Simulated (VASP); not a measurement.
# Ru (Pm-3m) in VASP: a series of runs

Ru is run at these levels: PBE; tasks: single point.

All numbers are computed with VASP 6.6.1; they aren't measurements. Logs are shortened: lines on timing, memory, paths and dates and some standing lists are left out, and cuts for length are marked.

### 1 The cell of the first run

The structure is cubic, space group Pm-3m (No. 221). Conventional cell: a = 2.512 Å, b = 2.512 Å, c = 2.512 Å, α = 90.00°, β = 90.00°, γ = 90.00°. Within 3.3 Å of Ru (site symmetry m-3m) lie 6 Ru at 2.51 Å.

### 2 Single point, PBE

INCAR reads:

```
PREC     = Accurate       # precision mode
ENCUT    = 520            # plane-wave cutoff, eV
EDIFF    = 1E-6           # SCF threshold, eV
ISMEAR   = -1             # smearing method
SIGMA    = 0.05           # smearing width, eV
LREAL    = False          # projectors in reciprocal space
LASPH    = True           # aspherical terms in the spheres
NELM     = 80             # most SCF steps
ALGO     = Normal         # electronic algorithm
ISIF     = 2              # what is computed and relaxed
LWAVE    = False          # write WAVECAR
LCHARG   = False          # write CHGCAR
GGA      = PE             # functional
NBANDS   = 13             # bands
```

KPOINTS reads:

```
Automatic mesh
0
Gamma
  16 16 16
```

POSCAR reads:

```
Ru
1.0
    2.5122072131      0.0000000000      0.0000000000
    0.0000000000      2.5122072131      0.0000000000
    0.0000000000      0.0000000000      2.5122072131
Ru
1
Direct
    0.0000000000      0.0000000000      0.0000000000
```

Potentials or basis: VASP PAW PBE potentials, release 64 (Ru_pv).

On the command line:

```
> cat potpaw_PBE.64/Ru_pv/POTCAR > POTCAR
> mpirun -np 1 vasp_std > vasp.out
```

OUTCAR:

```text
PREC = Accurate
   ENCUT = 520
   EDIFF = 1E-6
   ISMEAR = -1
   LREAL = False
   LASPH = True
   NELM = 80
   ISIF = 2
   GGA = PE

 ion  position               nearest neighbor table
   1  0.000  0.000  0.000-

  LATTYP: Found a simple cubic cell.
 ALAT       =     2.5122072131

  Lattice vectors:

 A1 = (   2.5122072131,   0.0000000000,   0.0000000000)
 A2 = (   0.0000000000,   2.5122072131,   0.0000000000)
 A3 = (   0.0000000000,   0.0000000000,   2.5122072131)

Analysis of symmetry for initial positions (statically):
=====================================================================
 Subroutine PRICEL returns:
 Original cell was already a primitive cell.

 Routine SETGRP: Setting up the symmetry group for a
 simple cubic supercell.

 Subroutine GETGRP returns: Found 48 space group operations
 (whereof 48 operations were pure point group operations)
 out of a pool of 48 trial point group operations.

The static configuration has the point symmetry O_h .

Analysis of symmetry for dynamics (positions and initial velocities):
=====================================================================
 Subroutine PRICEL returns:
 Original cell was already a primitive cell.

 Routine SETGRP: Setting up the symmetry group for a
 simple cubic supercell.

 Subroutine GETGRP returns: Found 48 space group operations
 (whereof 48 operations were pure point group operations)
 out of a pool of 48 trial point group operations.

The dynamic configuration has the point symmetry O_h .

 Subroutine INISYM returns: Found 48 space group operations
 (whereof 48 operations are pure point group operations),
 and found     1 'primitive' translations

----------------------------------------------------------------------------------------

                                     Primitive cell

  volume of cell :      15.8550

  direct lattice vectors                    reciprocal lattice vectors
     2.512207213  0.000000000  0.000000000     0.398056337  0.000000000  0.000000000
     0.000000000  2.512207213  0.000000000     0.000000000  0.398056337  0.000000000
     0.000000000  0.000000000  2.512207213     0.000000000  0.000000000  0.398056337

  length of vectors
     2.512207213  2.512207213  2.512207213     0.398056337  0.398056337  0.398056337

  position of ions in fractional coordinates (direct lattice)
     0.000000000  0.000000000  0.000000000

  ion indices of the primitive-cell ions
   primitive index   ion index
                 1           1

----------------------------------------------------------------------------------------

 KPOINTS: Automatic mesh

Automatic generation of k-mesh.
 Grid dimensions read from file:
 generate k-points for:   16   16   16

 Generating k-lattice:

  Cartesian coordinates                     Fractional coordinates (reciprocal lattice)
     0.024878521  0.000000000  0.000000000     0.062500000  0.000000000  0.000000000
     0.000000000  0.024878521  0.000000000     0.000000000  0.062500000  0.000000000
     0.000000000  0.000000000  0.024878521     0.000000000  0.000000000  0.062500000

  Length of vectors
     0.024878521  0.024878521  0.024878521

  Shift w.r.t. Gamma in fractional coordinates (k-lattice)
     0.000000000  0.000000000  0.000000000

 Subroutine IBZKPT returns following result:
 ===========================================

 Found    165 irreducible k-points:

 Following reciprocal coordinates:
            Coordinates               Weight
  0.000000  0.000000  0.000000      1.000000
  0.062500  0.000000  0.000000      6.000000
  0.125000  0.000000  0.000000      6.000000
  0.187500  0.000000  0.000000      6.000000
  0.250000  0.000000  0.000000      6.000000
  0.312500  0.000000  0.000000      6.000000
[... 16 lines left out ...]
  0.437500  0.125000  0.000000     24.000000
  0.500000  0.125000  0.000000     12.000000
 [... further k-points ...]
   k-points           NKPTS =    165   k-points in BZ     NKDIM =    165   number of bands    NBANDS=     13
   number of dos      NEDOS =    301   number of ions     NIONS =      1
   total plane-waves  NPLWV =   8000
   dimension x,y,z NGX =    20 NGY =   20 NGZ =   20
   dimension x,y,z NGXF=    40 NGYF=   40 NGZF=   40
   ions per type =               1
   NGX,Y,Z   is equivalent  to a cutoff of  13.24, 13.24, 13.24 a.u.
   NGXF,Y,Z  is equivalent  to a cutoff of  26.47, 26.47, 26.47 a.u.
 SYSTEM =  unknown system
   PREC   = accura    normal or accurate (medium, high low for compatibility)
   ISTART =      0    job   : 0-new  1-cont  2-samecut
   ICHARG =      2    charge: 1-file 2-atom 10-const
   ISPIN  =      1    spin polarized calculation?
   LNONCOLLINEAR =      F non collinear calculations
   LSORBIT =      F    spin-orbit coupling
   LASPH  =      T    aspherical Exc in radial PAW
   ENCUT  =  520.0 eV  38.22 Ry    6.18 a.u.   4.67  4.67  4.67*2*pi/ulx,y,z
   NELM   =     80;   NELMIN=  2; NELMDL= -5     # of ELM steps
   EDIFF  = 0.1E-05   stopping-criterion for ELM
   LREAL  =      F    real-space projection
   EDIFFG = 0.1E-04   stopping-criterion for IOM
   NSW    =      0    number of steps for IOM
   IBRION =     -1    ionic relax: 0-MD 1-quasi-New 2-CG
   NFREE  =      0    steps in history (QN), initial steepest desc. (CG)
   ISIF   =      2    stress and relaxation
   ISYM   =      2    0-nonsym 1-usesym 2-fastsym
   POTIM  = 0.5000    time-step for ionic-motion
   TEBEG  =    0.0;   TEEND  =   0.0 temperature during run
   PSTRESS=    0.0 pullay stress
   NELECT =      14.0000    total number of electrons
   NUPDOWN=      -1.0000    fix difference up-down
   EMIN   =  10.00;   EMAX   =-10.00  energy-range for DOS
   EFERMI =   0.00;   METHOD = LEGACY
   ISMEAR =    -1;   SIGMA  =   0.05  broadening in eV -4-tet -1-fermi 0-gaus
   EFERMI_NEDOS =   21; number of points for ismear=-14 and -15
   IALGO  =     38    algorithm
   IMIX   =      4    mixing-type and parameters
     AMIX     =   0.40;   BMIX     =  1.00
     AMIX_MAG =   1.60;   BMIX_MAG =  1.00
  volume/ion in A,a.u.               =      15.86       106.99
  Fermi-wavevector in a.u.,A,eV,Ry     =   1.570587  2.967979 33.562091  2.466744
  Thomas-Fermi vector in A             =   2.672298
   LORBIT       =      0    0 simple, 1 ext, 2 COOP (PROOUT), +10 PAW based schemes
   GGA     = PE    functional components
   LHFCALC =     F    Hartree Fock is set to
   AEXX    =    0.0000 exact exchange contribution
   IVDW    =     0    specifies the selected vdW correction
   LEPSILON=     F    determine dielectric tensor
   LRPA    =     F    only Hartree local field effects (RPA)
 non-spin polarized calculation
  energy-cutoff  :      520.00
  volume of cell :       15.86
 maximum number of plane-waves:       449
 NGX is ok and might be reduce to    20
   NGX =  9   NGY =  9   NGZ =  9

 number of electron      13.9999997 magnetization

 Free energy of the ion-electron system (eV)
  ---------------------------------------------------
  ext. energy  EPLUGINS =         0.00000000
  ---------------------------------------------------
  free energy    TOTEN  =        -8.10769386 eV

  energy without entropy =       -8.09687227  energy(sigma->0) =       -8.10228307

 E-fermi :  10.4816     XC(G=0): -13.0139

 val. band max:       10.4566402248   @ k =   0.4375   0.2500   0.1875
 cond. band min:      10.4873451379   @ k =   0.3125   0.3125   0.0625
 fundamental gap:      0.0307049131
 Fermi energy:        10.4816485945

 k-point     1 :       0.0000    0.0000    0.0000
  band No.  band energies     occupation
      1     -31.9284      2.00000
      2     -31.9284      2.00000
      3     -31.9284      2.00000
      4       3.3567      2.00000
      5       5.1678      2.00000
      6       5.1678      2.00000
      7      12.0792      0.00000
      8      12.0792      0.00000
      9      12.0792      0.00000
     10      21.4150      0.00000
     11      27.1045      0.00000
     12      27.1045      0.00000
     13      27.1045      0.00000

 k-point     2 :       0.0625    0.0000    0.0000
  band No.  band energies     occupation
      1     -31.9701      2.00000
      2     -31.9249      2.00000
      3     -31.9249      2.00000
      4       3.4763      2.00000
      5       5.1940      2.00000
      6       5.2883      2.00000
      7      11.9551      0.00000
      8      11.9551      0.00000
      9      12.0886      0.00000
     10      21.4148      0.00000
     11      26.3636      0.00000
     12      27.3259      0.00000
     13      27.3259      0.00000

 k-point     3 :       0.1250    0.0000    0.0000
  band No.  band energies     occupation
      1     -32.0880      2.00000
      2     -31.9148      2.00000
      3     -31.9148      2.00000
      4       3.8012      2.00000
      5       5.2694      2.00000
      6       5.6634      2.00000
      7      11.6174      0.00000
      8      11.6174      0.00000
      9      12.1156      0.00000
     10      21.4147      0.00000
     11      24.7599      0.00000
     12      27.9494      0.00000
     13      27.9494      0.00000

 k-point     4 :       0.1875    0.0000    0.0000
  band No.  band energies     occupation
      1     -32.2619      2.00000
      2     -31.8998      2.00000
      3     -31.8998      2.00000
      4       4.2486      2.00000
      5       5.3848      2.00000
      6       6.3145      2.00000
      7      11.1486      0.00000
      8      11.1486      0.00000
      9      12.1561      0.00000
     10      21.4143      0.00000
     11      22.9769      0.00000
     12      28.8753      0.00000
     13      28.8753      0.00000

 k-point     5 :       0.2500    0.0000    0.0000
  band No.  band energies     occupation
      1     -32.4631      2.00000
      2     -31.8821      2.00000
      3     -31.8821      2.00000
      4       4.7373      2.00000
      5       5.5250      2.00000
      6       7.2154      2.00000
      7      10.6414      0.07876
      8      10.6414      0.07876
      9      12.2045      0.00000
     10      21.2841      0.00000
     11      21.4247      0.00000
     12      29.6288      0.00000
     13      29.9852      0.00000
[... 257 lines left out ...]
 k-point    22 :       0.3750    0.1250    0.0000
  band No.  band energies     occupation
      1     -32.8055      2.00000
      2     -32.0026      2.00000
      3     -31.8362      2.00000
      4       5.8414      2.00000
      5       6.3984      2.00000
      6       8.0638      2.00000
      7       9.8704      1.99999
      8      10.8464      0.00136
      9      11.8867      0.00000
     10      19.0390      0.00000
     11      21.4156      0.00000
     12      27.5714      0.00000
     13      29.7233      0.00000

 k-point    23 :       0.4375    0.1250    0.0000
  band No.  band energies     occupation
      1     -32.9132      2.00000
      2     -31.9917      2.00000
      3     -31.8261      2.00000
      4       6.0279      2.00000
      5       6.6595      2.00000
      6       7.8868      2.00000
      7       9.6374      2.00000
      8      11.6178      0.00000
      9      11.9199      0.00000
     10      18.1174      0.00000
     11      21.4155      0.00000
     12      27.3498      0.00000
     13      30.2343      0.00000

 k-point    24 :       0.5000    0.1250    0.0000
  band No.  band energies     occupation
      1     -32.9507      2.00000
      2     -31.9879      2.00000
      3     -31.8226      2.00000
      4       6.0856      2.00000
      5       6.7929      2.00000
      6       7.7721      2.00000
      7       9.5575      2.00000
      8      11.9316      0.00000
      9      11.9632      0.00000
     10      17.7631      0.00000
     11      21.4154      0.00000
     12      27.2405      0.00000
     13      30.6955      0.00000

 [... further k-points ...]
[... 5 lines left out ...]
  --------------------------------------------------------------------------------------
  -------------------------------------------------------------------------------------
  Total       -0.0217661     -0.0217661     -0.0217661     -0.0000000     -0.0000000      0.0000000
  in kB       -2.1995065     -2.1995065     -2.1995065     -0.0000000     -0.0000000      0.0000000
  external PRESSURE =      -2.1995065 kB  Pullay stress =       0.0000000 kB

 VOLUME and BASIS-vectors are now :
 -----------------------------------------------------------------------------
  energy-cutoff  :      520.00
  volume of cell :       15.86
      direct lattice vectors                 reciprocal lattice vectors
     2.512207213  0.000000000  0.000000000     0.398056337  0.000000000  0.000000000
     0.000000000  2.512207213  0.000000000     0.000000000  0.398056337  0.000000000
     0.000000000  0.000000000  2.512207213     0.000000000  0.000000000  0.398056337

 POSITION                                       TOTAL-FORCE (eV/Angst)
 -----------------------------------------------------------------------------------
      0.00000      0.00000      0.00000         0.000000      0.000000      0.000000
 -----------------------------------------------------------------------------------
    total drift:                                0.000000      0.000000      0.000000

  FREE ENERGIE OF THE ION-ELECTRON SYSTEM (eV)
  ---------------------------------------------------
  free  energy   TOTEN  =        -8.1076938624 eV

  energy  without entropy=       -8.0968722750  energy(sigma->0) =       -8.10228307
```

Run time: 8.8 s. Hardware: 1 thread of Intel Xeon 6975P-C (Granite Rapids), shared host; peak memory 0.14 GiB.

What came out:

```yaml
Free_energy: -8.1077 eV
Pressure: -0.2 GPa
Band_gap_on_the_k_mesh: zero (band 7 reaches 14.14 eV, above the bottom of band 8 at 9.36 eV)
```

Levels at points of the mesh, in eV from the Fermi level:
| k point | band 4 | band 5 | band 6 | band 7 | band 8 | band 9 | band 10 | band 11 |
| --- | --- | --- | --- | --- | --- | --- | --- | --- |
| (0.00, 0.00, 0.00) | -7.12 | -5.31 | -5.31 | 1.60 | 1.60 | 1.60 | 10.93 | 16.62 |
| (0.50, 0.00, 0.00) | -4.57 | -4.43 | -1.00 | -1.00 | -0.24 | 1.85 | 7.31 | 10.93 |
| (0.50, 0.50, 0.00) | -6.04 | -3.58 | -0.49 | -0.49 | 3.49 | 5.66 | 5.66 | 10.93 |
| (0.50, 0.50, 0.50) | -4.69 | -4.69 | -4.69 | 3.66 | 3.66 | 9.18 | 10.93 | 12.61 |

### 3 Single point, PBE

INCAR reads:

```
PREC = Accurate
ENCUT = 520
EDIFF = 1E-6
ISMEAR = -1
SIGMA = 0.05
LREAL = F
LASPH = T
NELM = 100
ALGO = Normal
ISIF = 2
LWAVE = F
LCHARG = F
GGA = PE
NBANDS = 13
```

KPOINTS reads:

```
regular mesh
0
Gamma
  16 16 16
```

POSCAR reads:

```
Ru
1.0
    2.5119758651      0.0000000000      0.0000000000
    0.0000000000      2.5119758651      0.0000000000
    0.0000000000      0.0000000000      2.5119758651
Ru
1
Direct
    0.0000000000      0.0000000000      0.0000000000
```

Potentials or basis: VASP PAW PBE potentials, release 64 (Ru_pv).

On the command line:

```
> cat potpaw_PBE.64/Ru_pv/POTCAR > POTCAR
> mpirun -np 1 vasp_std > vasp.out
```

It took 8.9 s on 1 thread of Intel Xeon 6975P-C (Granite Rapids), shared host; peak memory 0.14 GiB.

The run converged. Its results:

| Item | Value |
| --- | --- |
| Free energy | -8.1077 eV |
| Pressure | -0.2 GPa |
| Band gap on the k mesh | zero (band 7 reaches 14.15 eV, above the bottom of band 8 at 9.37 eV) |

Levels at points of the mesh, in eV from the Fermi level:
```tsv
k point	band 4	band 5	band 6	band 7	band 8	band 9	band 10	band 11
(0.00, 0.00, 0.00)	-7.13	-5.32	-5.32	1.60	1.60	1.60	10.93	16.62
(0.50, 0.00, 0.00)	-4.57	-4.44	-1.00	-1.00	-0.24	1.85	7.31	10.93
(0.50, 0.50, 0.00)	-6.04	-3.59	-0.49	-0.49	3.49	5.66	5.66	10.93
(0.50, 0.50, 0.50)	-4.69	-4.69	-4.69	3.66	3.66	9.17	10.93	12.61
```
